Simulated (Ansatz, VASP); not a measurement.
**Two plane-wave programs on AlCo**

File INCAR:

```
  PREC = Accurate
  ENCUT = 520
  EDIFF = 1E-6
  ISMEAR = 0
  SIGMA = 0.1
  LREAL = False
  LASPH = True
  NELM = 150
  ALGO = Fast
  ISIF = 2
  LWAVE = False
  LCHARG = False
  ISPIN = 2
  MAGMOM = 0 3
  LORBIT = 11
  LMAXMIX = 4
  GGA = PE
  NBANDS = 17
```

Contents of KPOINTS:

```
Automatic mesh
0
Gamma
  6 6 6
```

POSCAR

```
AlCo
1.0
    0.0000000000      2.4509592000      2.4509592000
    2.4509592000      0.0000000000      2.4509592000
    2.4509592000      2.4509592000      0.0000000000
Al Co
1 1
Direct
    0.0000000000      0.0000000000      0.0000000000
    0.5000000000      0.5000000000      0.5000000000
```

Input for Ansatz:

```yaml
crystal:
  lattice:
    - [0.0, 2.4509592, 2.4509592]
    - [2.4509592, 0.0, 2.4509592]
    - [2.4509592, 2.4509592, 0.0]
  atoms:
    - { symbol: Al, position: [0.0, 0.0, 0.0] }
    - { symbol: Co, position: [0.5, 0.5, 0.5], spin: 3.0 }
basis:
  ecutwfc: 420
kpoints:
  mp_grid: { grid: [6, 6, 6] }
hamiltonian:
  xc: pbe
scf:
  occupations: { method: gaussian, width: 0.1 }
  lower_state_search: "off"
output:
  forces: true
  stress: true
  eigenvalues: true
  populations: true
magnetization:
  spin_polarized: true
```

Alike in both runs: task single point; functional PBE; k mesh 6 × 6 × 6; occupations gaussian, width 0.1 eV; collinear spin.

```csv
,VASP,Ansatz
version,VASP 6.6.1,Ansatz 0.2.0
potentials or method,"VASP PAW PBE potentials, release 64 (Al, Co), cutoff 520 eV","scalar-relativistic, plane waves, PAW"
valence electrons in the cell,12,20
```

Ansatz gave:

| Property | Result |
| --- | --- |
| gap on the k mesh at the Fermi level (eV) | none |
| pressure (GPa) | -6.7 |
| net moment per atom (μB) | 0.23 |
| size of the moment on the site where the two differ most (μB) | 0.47 |

**Question.** Which values does VASP return?

**Answer.** gap on the k mesh at the Fermi level (eV): none; pressure (GPa): -6.9; net moment per atom (μB): 0.20; size of the moment on the site where the two differ most (μB): 0.41.

Site moments also hang on the region over which each program counts them. A gap of «none» marks a metal or a gap that the smearing closes. VASP's potentials hold 12 valence electrons a cell and Ansatz's 20, so a difference there can come from the potentials and not from the codes.

The k mesh is coarse, so the values compare programs but aren't converged.
